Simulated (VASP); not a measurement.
# NaCl (Pm-3m) in VASP: a series of runs

NaCl is run at these levels: LDA, PBEsol, PBE; tasks: dielectric tensor, vibrations by perturbation theory.

Everything below comes from runs of VASP 6.6.1. Logs are shortened: lines on timing, memory, paths and dates and some standing lists are left out, and cuts for length are marked.

## (1) The cell of the first run

Symmetry: Pm-3m, No. 221, cubic system. Conventional cell: a = 3.502 Å, b = 3.502 Å, c = 3.502 Å, α = 90.00°, β = 90.00°, γ = 90.00°. Cl (site symmetry m-3m) has 8 Na at 3.03 Å and 6 Cl at 3.50 Å within 4.0 Å. Within 4.0 Å of Na (site symmetry m-3m) lie 8 Cl at 3.03 Å and 6 Na at 3.50 Å.

## (2) Dielectric tensor, LDA

INCAR reads:

```
PREC     = Accurate       # precision mode
ENCUT    = 520            # plane-wave cutoff, eV
EDIFF    = 1E-8           # SCF threshold, eV
ISMEAR   = 0              # smearing method
SIGMA    = 0.01           # smearing width, eV
LREAL    = False          # projectors in reciprocal space
LASPH    = True           # aspherical terms in the spheres
NELM     = 60             # most SCF steps
ALGO     = Normal         # electronic algorithm
ISIF     = 2              # what is computed and relaxed
LWAVE    = False          # write WAVECAR
LCHARG   = False          # write CHGCAR
LEPSILON = True           # dielectric tensor by DFPT
```

KPOINTS reads:

```
Automatic mesh
0
Gamma
  8 8 8
```

POSCAR reads:

```
NaCl
1.0
    3.5021900000      0.0000000000      0.0000000000
    0.0000000000      3.5021900000      0.0000000000
    0.0000000000      0.0000000000      3.5021900000
Cl Na
1 1
Direct
    0.5000000000      0.5000000000      0.5000000000
    0.0000000000      0.0000000000      0.0000000000
```

Potentials or basis: VASP PAW LDA potentials, release 64 (Cl, Na_pv).

Command:

```sh
> cat potpaw_LDA.64/Cl/POTCAR potpaw_LDA.64/Na_pv/POTCAR > POTCAR
> mpirun -np 1 vasp_std > vasp.out
```

OUTCAR:

```text
PREC = Accurate
   ENCUT = 520
   EDIFF = 1E-8
   ISMEAR = 0
   LREAL = False
   LASPH = True
   NELM = 60
   ISIF = 2
   LEPSILON = True

 ion  position               nearest neighbor table
   1  0.500  0.500  0.500-
   2  0.000  0.000  0.000-

  LATTYP: Found a simple cubic cell.
 ALAT       =     3.5021900000

  Lattice vectors:

 A1 = (   3.5021900000,   0.0000000000,   0.0000000000)
 A2 = (   0.0000000000,   3.5021900000,   0.0000000000)
 A3 = (   0.0000000000,   0.0000000000,   3.5021900000)

Analysis of symmetry for initial positions (statically):
=====================================================================
 Subroutine PRICEL returns:
 Original cell was already a primitive cell.

 Routine SETGRP: Setting up the symmetry group for a
 simple cubic supercell.

 Subroutine GETGRP returns: Found 48 space group operations
 (whereof 48 operations were pure point group operations)
 out of a pool of 48 trial point group operations.

The static configuration has the point symmetry O_h .

Analysis of symmetry for dynamics (positions and initial velocities):
=====================================================================
 Subroutine PRICEL returns:
 Original cell was already a primitive cell.

 Routine SETGRP: Setting up the symmetry group for a
 simple cubic supercell.

 Subroutine GETGRP returns: Found 48 space group operations
 (whereof 48 operations were pure point group operations)
 out of a pool of 48 trial point group operations.

The dynamic configuration has the point symmetry O_h .

 Subroutine INISYM returns: Found 48 space group operations
 (whereof 48 operations are pure point group operations),
 and found     1 'primitive' translations

----------------------------------------------------------------------------------------

                                     Primitive cell

  volume of cell :      42.9555

  direct lattice vectors                    reciprocal lattice vectors
     3.502190000  0.000000000  0.000000000     0.285535622  0.000000000  0.000000000
     0.000000000  3.502190000  0.000000000     0.000000000  0.285535622  0.000000000
     0.000000000  0.000000000  3.502190000     0.000000000  0.000000000  0.285535622

  length of vectors
     3.502190000  3.502190000  3.502190000     0.285535622  0.285535622  0.285535622

  position of ions in fractional coordinates (direct lattice)
     0.500000000  0.500000000  0.500000000
     0.000000000  0.000000000  0.000000000

  ion indices of the primitive-cell ions
   primitive index   ion index
                 1           1
                 2           2

----------------------------------------------------------------------------------------

 KPOINTS: Automatic mesh

Automatic generation of k-mesh.
 Grid dimensions read from file:
 generate k-points for:    8    8    8

 Generating k-lattice:

  Cartesian coordinates                     Fractional coordinates (reciprocal lattice)
     0.035691953  0.000000000  0.000000000     0.125000000  0.000000000  0.000000000
     0.000000000  0.035691953  0.000000000     0.000000000  0.125000000  0.000000000
     0.000000000  0.000000000  0.035691953     0.000000000  0.000000000  0.125000000

  Length of vectors
     0.035691953  0.035691953  0.035691953

  Shift w.r.t. Gamma in fractional coordinates (k-lattice)
     0.000000000  0.000000000  0.000000000

 Subroutine IBZKPT returns following result:
 ===========================================

 Found     35 irreducible k-points:

 Following reciprocal coordinates:
            Coordinates               Weight
  0.000000  0.000000  0.000000      1.000000
  0.125000  0.000000  0.000000      6.000000
  0.250000  0.000000  0.000000      6.000000
  0.375000  0.000000  0.000000      6.000000
  0.500000  0.000000  0.000000      3.000000
  0.125000  0.125000  0.000000     12.000000
[... 16 lines left out ...]
  0.375000  0.375000  0.125000     24.000000
  0.500000  0.375000  0.125000     24.000000
 [... further k-points ...]
   k-points           NKPTS =     35   k-points in BZ     NKDIM =     35   number of bands    NBANDS=     11
   number of dos      NEDOS =    301   number of ions     NIONS =      2
   total plane-waves  NPLWV =  21952
   dimension x,y,z NGX =    28 NGY =   28 NGZ =   28
   dimension x,y,z NGXF=    56 NGYF=   56 NGZF=   56
   ions per type =               1   1
   NGX,Y,Z   is equivalent  to a cutoff of  13.29, 13.29, 13.29 a.u.
   NGXF,Y,Z  is equivalent  to a cutoff of  26.58, 26.58, 26.58 a.u.
 SYSTEM =  unknown system
   PREC   = accura    normal or accurate (medium, high low for compatibility)
   ISTART =      0    job   : 0-new  1-cont  2-samecut
   ICHARG =      2    charge: 1-file 2-atom 10-const
   ISPIN  =      1    spin polarized calculation?
   LNONCOLLINEAR =      F non collinear calculations
   LSORBIT =      F    spin-orbit coupling
   LASPH  =      T    aspherical Exc in radial PAW
   ENCUT  =  520.0 eV  38.22 Ry    6.18 a.u.   6.51  6.51  6.51*2*pi/ulx,y,z
   NELM   =     60;   NELMIN=  2; NELMDL= -5     # of ELM steps
   EDIFF  = 0.1E-07   stopping-criterion for ELM
   LREAL  =      F    real-space projection
   EDIFFG = 0.1E-06   stopping-criterion for IOM
   NSW    =      0    number of steps for IOM
   IBRION =     -1    ionic relax: 0-MD 1-quasi-New 2-CG
   NFREE  =      0    steps in history (QN), initial steepest desc. (CG)
   ISIF   =      2    stress and relaxation
   ISYM   =      2    0-nonsym 1-usesym 2-fastsym
   POTIM  = 0.5000    time-step for ionic-motion
   TEBEG  =    0.0;   TEEND  =   0.0 temperature during run
   PSTRESS=    0.0 pullay stress
   NELECT =      14.0000    total number of electrons
   NUPDOWN=      -1.0000    fix difference up-down
   EMIN   =  10.00;   EMAX   =-10.00  energy-range for DOS
   EFERMI =   0.00;   METHOD = LEGACY
   ISMEAR =     0;   SIGMA  =   0.01  broadening in eV -4-tet -1-fermi 0-gaus
   EFERMI_NEDOS =   21; number of points for ismear=-14 and -15
   IALGO  =     38    algorithm
   IMIX   =      4    mixing-type and parameters
     AMIX     =   0.40;   BMIX     =  1.00
     AMIX_MAG =   1.60;   BMIX_MAG =  1.00
  volume/ion in A,a.u.               =      21.48       144.94
  Fermi-wavevector in a.u.,A,eV,Ry     =   1.126621  2.129005 17.269530  1.269275
  Thomas-Fermi vector in A             =   2.263304
   LORBIT       =      0    0 simple, 1 ext, 2 COOP (PROOUT), +10 PAW based schemes
   GGA     = CA    functional components
   LHFCALC =     F    Hartree Fock is set to
   AEXX    =    0.0000 exact exchange contribution
   IVDW    =     0    specifies the selected vdW correction
   LEPSILON=     T    determine dielectric tensor
   LRPA    =     F    only Hartree local field effects (RPA)
 non-spin polarized calculation
 Gauss-broadening in eV      SIGMA  =   0.01
  energy-cutoff  :      520.00
  volume of cell :       42.96
 maximum number of plane-waves:      1189
 NGX is ok and might be reduce to    28
   NGX = 13   NGY = 13   NGZ = 13

--------------------------------------- Ionic step        1  -------------------------------------------

 number of electron      13.9999992 magnetization

 E-fermi :   0.2799     XC(G=0):  -8.9544

 val. band max:        0.2128929085   @ k =   0.5000   0.5000   0.0000
 cond. band min:       3.8200615720   @ k =   0.0000   0.0000   0.0000
 fundamental gap:      3.6071686635
 Fermi energy:         0.2798540198

 k-point     1 :       0.0000    0.0000    0.0000
  band No.  band energies     occupation
      1     -21.7884      2.00000
      2     -21.7884      2.00000
      3     -21.7884      2.00000
      4     -13.1000      2.00000
      5      -0.2964      2.00000
      6      -0.2964      2.00000
      7      -0.2964      2.00000
      8       3.8201      0.00000
      9       8.4905      0.00000
     10       8.4905      0.00000
     11      15.4820      0.00000
[... 309 lines left out ...]
 k-point    24 :       0.5000    0.3750    0.1250
  band No.  band energies     occupation
      1     -21.8226      2.00000
      2     -21.8159      2.00000
      3     -21.7868      2.00000
      4     -12.4556      2.00000
      5      -2.1810      2.00000
      6      -1.8195      2.00000
      7      -0.1721      2.00000
      8       5.9571      0.00000
      9       9.2828      0.00000
     10       9.6329      0.00000
     11      11.0273      0.00000

 [... further k-points ...]

  FORCE on cell =-STRESS in cart. coord.  units (eV):
  Direction    XX          YY          ZZ          XY          YZ          ZX
  --------------------------------------------------------------------------------------
  -------------------------------------------------------------------------------------
  Total       -0.8374388     -0.8374388     -0.8374388      0.0000000     -0.0000000      0.0000000
  in kB      -31.2352193    -31.2352193    -31.2352193      0.0000000     -0.0000000      0.0000000
  external PRESSURE =     -31.2352193 kB  Pullay stress =       0.0000000 kB

 VOLUME and BASIS-vectors are now :
 -----------------------------------------------------------------------------
  energy-cutoff  :      520.00
  volume of cell :       42.96
      direct lattice vectors                 reciprocal lattice vectors
     3.502190000  0.000000000  0.000000000     0.285535622  0.000000000  0.000000000
     0.000000000  3.502190000  0.000000000     0.000000000  0.285535622  0.000000000
     0.000000000  0.000000000  3.502190000     0.000000000  0.000000000  0.285535622

 POSITION                                       TOTAL-FORCE (eV/Angst)
 -----------------------------------------------------------------------------------
      1.75110      1.75110      1.75110         0.000000      0.000000      0.000000
      0.00000      0.00000      0.00000         0.000000      0.000000      0.000000
 -----------------------------------------------------------------------------------
    total drift:                               -0.000000      0.000000      0.000000

  FREE ENERGIE OF THE ION-ELECTRON SYSTEM (eV)
  ---------------------------------------------------
  free  energy   TOTEN  =        -7.0722629788 eV

  energy  without entropy=       -7.0722629788  energy(sigma->0) =       -7.07226298

 HEAD OF MICROSCOPIC STATIC DIELECTRIC TENSOR (INDEPENDENT PARTICLE, excluding Hartree and local field effects)
 ------------------------------------------------------
           3.133953     0.000000    -0.000000
           0.000000     3.133953     0.000000
           0.000000     0.000000     3.133953
 ------------------------------------------------------

 Free energy of the ion-electron system (eV)
  ---------------------------------------------------
  ---------------------------------------------------
  free energy    TOTEN  =        -0.23246837 eV

  energy without entropy =       -0.23246837

------------------------ aborting loop because EDIFF is reached ----------------------------------------

--------------------------------------- Ionic step        2  -------------------------------------------

------------------------ aborting loop because EDIFF is reached ----------------------------------------

--------------------------------------- Ionic step        3  -------------------------------------------

 Free energy of the ion-electron system (eV)
  ---------------------------------------------------
  ---------------------------------------------------
  free energy    TOTEN  =        -0.23246810 eV

  energy without entropy =       -0.23246810

------------------------ aborting loop because EDIFF is reached ----------------------------------------

 PIEZOELECTRIC TENSOR FIELD DIRECTION 3  (e Angst)
 -----------------------------------------------------------------------------
    -0.00025  0.00000  0.00000           ( -0.00000  0.00000  0.00000)
     0.00000 -0.00025 -0.00000           (  0.00000 -0.00000  0.00000)
     0.00000 -0.00000 -0.00002           (  0.00000  0.00000  0.00000)

 PIEZOELECTRIC TENSOR FIELD DIRECTION 3  (C/m^2)
 -----------------------------------------------------------------------------
    -0.00009  0.00000  0.00000
     0.00000 -0.00009 -0.00000
     0.00000 -0.00000 -0.00001

 MACROSCOPIC STATIC DIELECTRIC TENSOR (including local field effects in DFT)
 ------------------------------------------------------
           2.795180     0.000000     0.000000
           0.000000     2.795180     0.000000
          -0.000000    -0.000000     2.795180
 ------------------------------------------------------

 PIEZOELECTRIC TENSOR (including local field effects)  for field in x, y, z        (e  Angst)
          XX          YY          ZZ          XY          YZ          ZX
  --------------------------------------------------------------------------------
  x     0.00000     0.00000     0.00000     0.00000     0.00000     0.00000
  y     0.00000     0.00000     0.00000     0.00000     0.00000     0.00000
  z     0.00000     0.00000     0.00000     0.00000     0.00000     0.00000

 PIEZOELECTRIC TENSOR (including local field effects)  for field in x, y, z        (C/m^2)
          XX          YY          ZZ          XY          YZ          ZX
  --------------------------------------------------------------------------------
  x     0.00000     0.00000     0.00000     0.00000     0.00000     0.00000
  y     0.00000     0.00000     0.00000     0.00000     0.00000     0.00000
  z     0.00000     0.00000     0.00000     0.00000     0.00000     0.00000

 BORN EFFECTIVE CHARGES (including local field effects) (in |e|, cummulative output)
 ---------------------------------------------------------------------------------
 ion    1
    1    -1.19483     0.00000    -0.00000
    2     0.00000    -1.19483    -0.00000
    3     0.00000    -0.00000    -1.19483
 ion    2
    1     1.19483    -0.00000     0.00000
    2    -0.00000     1.19483     0.00000
    3    -0.00000     0.00000     1.19483
```

Run time: 2.9 min. Hardware: 1 thread of AMD EPYC 7R43 (Zen 3), shared host; peak memory 0.18 GiB.

What came out:

| Quantity | Value |
| --- | --- |
| Band gap on the k mesh | 3.61 eV, indirect (least direct gap 4.12 eV) |
| Electronic dielectric tensor (diagonal) | 2.80 |
| Born charges (mean of the diagonal) | Cl -1.19; Na +1.19 e |

Levels at points of the mesh, in eV from the valence-band top:
| k point | band 4 | band 5 | band 6 | band 7 | band 8 | band 9 | band 10 | band 11 |
| --- | --- | --- | --- | --- | --- | --- | --- | --- |
| (0.00, 0.00, 0.00) | -13.31 | -0.51 | -0.51 | -0.51 | 3.61 | 8.28 | 8.28 | 15.27 |
| (0.50, 0.00, 0.00) | -12.94 | -3.05 | -0.27 | -0.27 | 6.55 | 8.25 | 10.30 | 11.60 |
| (0.50, 0.50, 0.00) | -12.66 | -2.34 | -2.34 | 0.00 | 5.20 | 9.59 | 10.64 | 10.64 |
| (0.50, 0.50, 0.50) | -12.38 | -1.90 | -1.90 | -1.90 | 6.78 | 6.78 | 6.78 | 11.29 |

Electronic dielectric tensor:
```
2.80 0.00 0.00
0.00 2.80 0.00
0.00 0.00 2.80
```

Born effective charge tensors (e):
atom 1, Cl
```
-1.19  0.00  0.00
 0.00 -1.19  0.00
 0.00  0.00 -1.19
```
atom 2, Na
```
1.19 0.00 0.00
0.00 1.19 0.00
0.00 0.00 1.19
```

[end of part 1 of 2]
